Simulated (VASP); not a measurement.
A run of VASP 6.6.1 is set up as follows.

The input INCAR:

```
PREC     = Accurate       # precision mode
ENCUT    = 520            # plane-wave cutoff, eV
EDIFF    = 1E-6           # SCF threshold, eV
ISMEAR   = -1             # smearing method
SIGMA    = 1.0            # smearing width, eV
LREAL    = False          # projectors in reciprocal space
LASPH    = True           # aspherical terms in the spheres
NELM     = 100            # most SCF steps
ALGO     = Normal         # electronic algorithm
ISIF     = 2              # what is computed and relaxed
LWAVE    = False          # write WAVECAR
LCHARG   = False          # write CHGCAR
GGA      = CA             # functional
NBANDS   = 15             # bands
```

KPOINTS

```
Automatic mesh
0
Gamma
  13 13 8
```

File POSCAR:

```
Os
1.0
    2.7175247593      0.0000000000      0.0000000000
   -1.3587623796      2.3534454770      0.0000000000
    0.0000000000      0.0000000000      4.2844606214
Os
2
Direct
    0.3333333333      0.6666666667      0.2500000000
    0.6666666667      0.3333333333      0.7500000000
```

Potentials or basis: VASP PAW LDA potentials, release 64 (Os).

Command:

```sh
$ cat potpaw_LDA.64/Os/POTCAR > POTCAR
$ mpirun -np 1 vasp_std > vasp.out
```

Q: Predict the pressure.

A: 26.0 GPa.

Q: What does it give for the band gap on the k mesh?

A: Zero (band 8 reaches 11.99 eV, above the bottom of band 9 at 8.01 eV).

Stress tensor (GPa, compression positive):
```
23.14  0.00  0.00
 0.00 23.14  0.00
 0.00  0.00 31.68
```

Caveat: spin-orbit coupling is left out, which moves the levels of the heavy elements.
